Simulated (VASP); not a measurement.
# BiTe (R-3m) in VASP: notebook, part 2 of 2

VASP 6.6.1. The steps go on from the part before.

**4. Single point, PBEsol (strain +0.015 along x and y, +0.015 along z)**

File INCAR:

```
SYSTEM = BiTe
ALGO = Normal ; EDIFF = 1E-6
ENCUT = 520 ; GGA = PS
ISIF = 2 ; ISMEAR = 0
LASPH = .TRUE. ; LCHARG = .FALSE.
LREAL = .FALSE. ; LWAVE = .FALSE.
NBANDS = 18 ; NELM = 80
PREC = Accurate ; SIGMA = 0.15
```

File KPOINTS:

```
k-points
0
G
  12 12 12
  0 0 0
```

File POSCAR:

```
BiTe
1.0
    2.4590483894      1.4197322496      3.3670513338
   -2.4590483894      1.4197322496      3.3670513338
    0.0000000000     -2.8394644991      3.3670513338
Bi Te
1 1
Direct
    0.5000000000      0.5000000000      0.5000000000
    0.0000000000      0.0000000000      0.0000000000
```

Potentials or basis: VASP PAW PBE potentials, release 64 (Bi_d, Te).

The run is started by

```console
$ cat potpaw_PBE.64/Bi_d/POTCAR potpaw_PBE.64/Te/POTCAR > POTCAR
$ mpirun -np 1 vasp_std > vasp.out
```

OUTCAR:

```text
SYSTEM = BiTe
   EDIFF = 1E-6
   ENCUT = 520
   GGA = PS
   ISIF = 2
   ISMEAR = 0
   LASPH = .TRUE.
   LREAL = .FALSE.
   NELM = 80
   PREC = Accurate

 ion  position               nearest neighbor table
   1  0.500  0.500  0.500-   2 3.30   2 3.30   2 3.30   2 3.30   2 3.30   2 3.30
   2  0.000  0.000  0.000-   1 3.30   1 3.30   1 3.30   1 3.30   1 3.30   1 3.30

  LATTYP: Found a trigonal (rhomboedric) cell.
 ALAT       =     4.4044969436
 COS(alpha) =     0.3765932224

  Lattice vectors:

 A1 = (   2.4590483894,   1.4197322496,   3.3670513338)
 A2 = (  -2.4590483894,   1.4197322496,   3.3670513338)
 A3 = (   0.0000000000,  -2.8394644991,   3.3670513338)

Analysis of symmetry for initial positions (statically):
=====================================================================
 Subroutine PRICEL returns:
 Original cell was already a primitive cell.

 Routine SETGRP: Setting up the symmetry group for a
 trigonal (rhombohedral) supercell.

 Subroutine GETGRP returns: Found 12 space group operations
 (whereof 12 operations were pure point group operations)
 out of a pool of 12 trial point group operations.
[... 160 lines left out ...]
  free energy    TOTEN  =        -7.92360664 eV

  energy without entropy =       -7.90780896  energy(sigma->0) =       -7.91570780

 E-fermi :   5.9714     XC(G=0):  -9.4357

 val. band max:        5.9656125392   @ k =  -0.0833   0.1667   0.0833
 cond. band min:       5.9720683287   @ k =  -0.4167   0.0833   0.0833
 fundamental gap:      0.0064557895
 Fermi energy:         5.9714017987

 k-point     1 :       0.0000    0.0000    0.0000
  band No.  band energies     occupation
      1     -17.1370      2.00000
      2     -17.1370      2.00000
      3     -17.1267      2.00000
      4     -17.1267      2.00000
      5     -17.1153      2.00000
      6      -7.2133      2.00000
[... 481 lines left out ...]
      5     -17.1121      2.00000
      6      -5.4263      2.00000
[... 10 lines left out ...]
     17      14.8697      0.00000
     18      15.5961      0.00000

 [... further k-points ...]

------------------------ aborting loop because EDIFF is reached ----------------------------------------

  FORCE on cell =-STRESS in cart. coord.  units (eV):
  Direction    XX          YY          ZZ          XY          YZ          ZX
  --------------------------------------------------------------------------------------
  -------------------------------------------------------------------------------------
  Total       -2.0071236     -2.0071236     -1.6318996      0.0000000     -0.0000000      0.0000000
  in kB      -45.5942620    -45.5942620    -37.0705914      0.0000000     -0.0000000      0.0000000
  external PRESSURE =     -42.7530384 kB  Pullay stress =       0.0000000 kB

 VOLUME and BASIS-vectors are now :
 -----------------------------------------------------------------------------
  energy-cutoff  :      520.00
  volume of cell :       70.53
      direct lattice vectors                 reciprocal lattice vectors
     2.459048389  1.419732250  3.367051334     0.203330688  0.117393027  0.098998590
    -2.459048389  1.419732250  3.367051334    -0.203330688  0.117393027  0.098998590
     0.000000000 -2.839464499  3.367051334     0.000000000 -0.234786055  0.098998590

 POSITION                                       TOTAL-FORCE (eV/Angst)
 -----------------------------------------------------------------------------------
      0.00000      0.00000      5.05058        -0.000000     -0.000000      0.000000
      0.00000      0.00000      0.00000         0.000000      0.000000      0.000000
 -----------------------------------------------------------------------------------
    total drift:                               -0.000000     -0.000000      0.000000

  FREE ENERGIE OF THE ION-ELECTRON SYSTEM (eV)
  ---------------------------------------------------
  free  energy   TOTEN  =        -7.9236066405 eV

  energy  without entropy=       -7.9078089601  energy(sigma->0) =       -7.91570780
```

OSZICAR:

```text
N       E                     dE             d eps       ncg     rms          rms(c)
DAV:   1     0.155984200067E+03    0.15598E+03   -0.98880E+03  6820   0.111E+03
DAV:   2     0.411976333735E+01   -0.15186E+03   -0.14778E+03  7350   0.300E+02
DAV:   3    -0.763291214840E+01   -0.11753E+02   -0.11639E+02  8298   0.878E+01
DAV:   4    -0.796409643776E+01   -0.33118E+00   -0.33081E+00  8708   0.159E+01
DAV:   5    -0.797648048666E+01   -0.12384E-01   -0.12383E-01  9070   0.283E+00    0.555E+00
DAV:   6    -0.792318313507E+01    0.53297E-01   -0.16940E-01  9896   0.247E+00    0.344E+00
DAV:   7    -0.792383259099E+01   -0.64946E-03   -0.30515E-02  7944   0.912E-01    0.818E-01
DAV:   8    -0.792355693936E+01    0.27565E-03   -0.38885E-03  8270   0.432E-01    0.131E-01
DAV:   9    -0.792360910719E+01   -0.52168E-04   -0.50655E-04  7832   0.135E-01    0.497E-02
DAV:  10    -0.792360918057E+01   -0.73382E-07   -0.27520E-05  8874   0.340E-02    0.354E-02
DAV:  11    -0.792360770569E+01    0.14749E-05   -0.17921E-05  9236   0.337E-02    0.112E-02
DAV:  12    -0.792360670474E+01    0.10010E-05   -0.29780E-06  6398   0.142E-02    0.320E-03
DAV:  13    -0.792360664048E+01    0.64252E-07   -0.24978E-07  3908   0.385E-03
   1 F= -.79236066E+01 E0= -.79157078E+01  d E =-.157977E-01
```

Wall time 2.2 min (1 thread of AMD EPYC 9R45 (Zen 5), shared host); peak memory 0.35 GiB.

What came out:

```
Free energy            : -7.9236 eV
Pressure               : -4.3 GPa
Band gap on the k mesh : zero (an odd number of electrons rules out a gap without spin polarisation)
```

Stress tensor (GPa, compression positive):
```
-4.56  0.00  0.00
 0.00 -4.56  0.00
 0.00  0.00 -3.71
```

Caveat: the cell differs from its parent crystal (strain +0.015 along x and y, +0.015 along z); the cell stands under tension; the PAW data sets were made with another functional, which shifts forces and pressure a little; spin-orbit coupling is left out, which moves the levels of the heavy elements.

**5. Single point, PBEsol (strain +0.030 along x and y, +0.000 along z)**

File INCAR:

```
SYSTEM = BiTe
PREC     = Accurate       ! precision mode
ENCUT    = 520            ! plane-wave cutoff, eV
EDIFF    = 1E-7           ! SCF threshold, eV
ISMEAR   = 0              ! smearing method
SIGMA    = 0.15           ! smearing width, eV
LREAL    = .FALSE.        ! projectors in reciprocal space
LASPH    = .TRUE.         ! aspherical terms in the spheres
NELM     = 100            ! most SCF steps
ALGO     = Normal         ! electronic algorithm
ISIF     = 2              ! what is computed and relaxed
LWAVE    = .FALSE.        ! write WAVECAR
LCHARG   = .FALSE.        ! write CHGCAR
GGA      = PS             ! functional
NBANDS   = 18             ! bands
```

File KPOINTS:

```
regular mesh
0
G
  12 12 12
  0 0 0
```

File POSCAR:

```
BiTe
1.0
    2.4953890060      1.4407135143      3.3172919545
   -2.4953890060      1.4407135143      3.3172919545
    0.0000000000     -2.8814270287      3.3172919545
Bi Te
1 1
Direct
    0.5000000000      0.5000000000      0.5000000000
    0.0000000000      0.0000000000      0.0000000000
```

The run is started by

```console
$ cat potpaw_PBE.64/Bi_d/POTCAR potpaw_PBE.64/Te/POTCAR > POTCAR
$ mpirun -np 1 vasp_std > vasp.out
```

Wall time 2.3 min (1 thread of AMD EPYC 9R45 (Zen 5), shared host); peak memory 0.35 GiB.

It converged, with:

| Property | Result |
| --- | --- |
| Free energy | -7.8831 eV |
| Pressure | -5.0 GPa |
| Band gap on the k mesh | zero (an odd number of electrons rules out a gap without spin polarisation) |

Stress tensor (GPa, compression positive):
```
-5.56  0.00  0.00
 0.00 -5.56  0.00
 0.00  0.00 -3.87
```

Levels at points of the mesh, in eV from the Fermi level:
| k point | band 7 | band 8 | band 9 | band 10 | band 11 | band 12 | band 13 | band 14 |
| --- | --- | --- | --- | --- | --- | --- | --- | --- |
| (0.00, 0.00, 0.00) | -8.49 | -2.72 | -2.72 | -1.36 | 1.76 | 2.45 | 2.45 | 4.10 |
| (0.50, 0.00, 0.00) | -11.15 | -1.74 | -1.67 | -0.95 | -0.90 | -0.48 | 0.44 | 6.57 |
| (0.50, 0.50, 0.00) | -9.95 | -5.17 | -4.21 | -2.90 | 2.64 | 2.74 | 3.31 | 4.11 |
| (0.50, 0.50, 0.50) | -10.74 | -2.21 | -2.21 | -2.20 | -1.55 | -1.20 | -1.20 | 7.88 |

Caveat: the cell differs from its parent crystal (strain +0.030 along x and y, +0.000 along z); the cell stands under tension; the PAW data sets were made with another functional, which shifts forces and pressure a little; spin-orbit coupling is left out, which moves the levels of the heavy elements.

**6. Single point, PBEsol (strain +0.015 along x and y, +0.030 along z)**

File INCAR:

```
PREC = Accurate
ENCUT = 520
EDIFF = 1E-6
ISMEAR = 0
SIGMA = 0.15
LREAL = F
LASPH = T
NELM = 80
ALGO = Normal
ISIF = 2
LWAVE = F
LCHARG = F
GGA = PS
NBANDS = 18
```

File KPOINTS:

```
Automatic mesh
0
Gamma
  12 12 12
```

File POSCAR:

```
BiTe
1.0
    2.4590483894      1.4197322496      3.4168107131
   -2.4590483894      1.4197322496      3.4168107131
    0.0000000000     -2.8394644991      3.4168107131
Bi Te
1 1
Direct
    0.5000000000      0.5000000000      0.5000000000
    0.0000000000      0.0000000000      0.0000000000
```

Potentials or basis: VASP PAW PBE potentials, release 64 (Bi_d, Te).

The run is started by

```console
$ cat potpaw_PBE.64/Bi_d/POTCAR potpaw_PBE.64/Te/POTCAR > POTCAR
$ mpirun -np 1 vasp_std > vasp.out
```

Run time: 2.1 min. Hardware: 1 thread of AMD EPYC 9R45 (Zen 5), shared host; peak memory 0.36 GiB.

Results (log left out):

```
Free energy            : -7.8984 eV
Pressure               : -4.6 GPa
Band gap on the k mesh : zero (an odd number of electrons rules out a gap without spin polarisation)
```

Stress tensor (GPa, compression positive):
```
-4.89  0.00  0.00
 0.00 -4.89  0.00
 0.00  0.00 -4.15
```

Levels at points of the mesh, in eV from the Fermi level:
```csv
k point,band 7,band 8,band 9,band 10,band 11,band 12,band 13,band 14
"(0.00, 0.00, 0.00)",-8.45,-2.70,-2.70,-1.55,1.77,2.32,2.32,4.19
"(0.50, 0.00, 0.00)",-11.16,-1.75,-1.74,-1.08,-0.92,-0.54,0.21,6.70
"(0.50, 0.50, 0.00)",-9.96,-5.23,-4.15,-3.13,2.52,2.90,3.35,4.25
"(0.50, 0.50, 0.50)",-10.84,-2.15,-2.15,-2.11,-1.44,-1.09,-1.09,7.67
```

Caveat: the cell differs from its parent crystal (strain +0.015 along x and y, +0.030 along z); the cell stands under tension; the PAW data sets were made with another functional, which shifts forces and pressure a little; spin-orbit coupling is left out, which moves the levels of the heavy elements.

**7. Overview**

```csv
cell,gap on the mesh (eV),pressure (GPa)
"a = 4.367 Å, angles 68.5°, 2 atoms",none,-3.9
"a = 4.357 Å, angles 69.9°, 2 atoms",none,-4.6
"a = 4.404 Å, angles 67.9°, 2 atoms",none,-4.3
"a = 4.394 Å, angles 69.2°, 2 atoms",none,-5.0
"a = 4.443 Å, angles 67.2°, 2 atoms",none,-4.6
```

Alike in all rows: task single point; level PBEsol; potentials or basis VASP PAW PBE potentials, release 64 (Bi_d, Te); no spin polarisation; k mesh 12 × 12 × 12; cutoff (eV) 520; smearing gaussian 0.15 eV.

Caveats: the cell stands under tension; the PAW data sets were made with another functional, which shifts forces and pressure a little; spin-orbit coupling is left out, which moves the levels of the heavy elements.

Total energies depend on the potentials used, so only differences within one code and one set of settings carry meaning.

The gap in the log of VASP goes by the Fermi energy; the results here count the filled bands.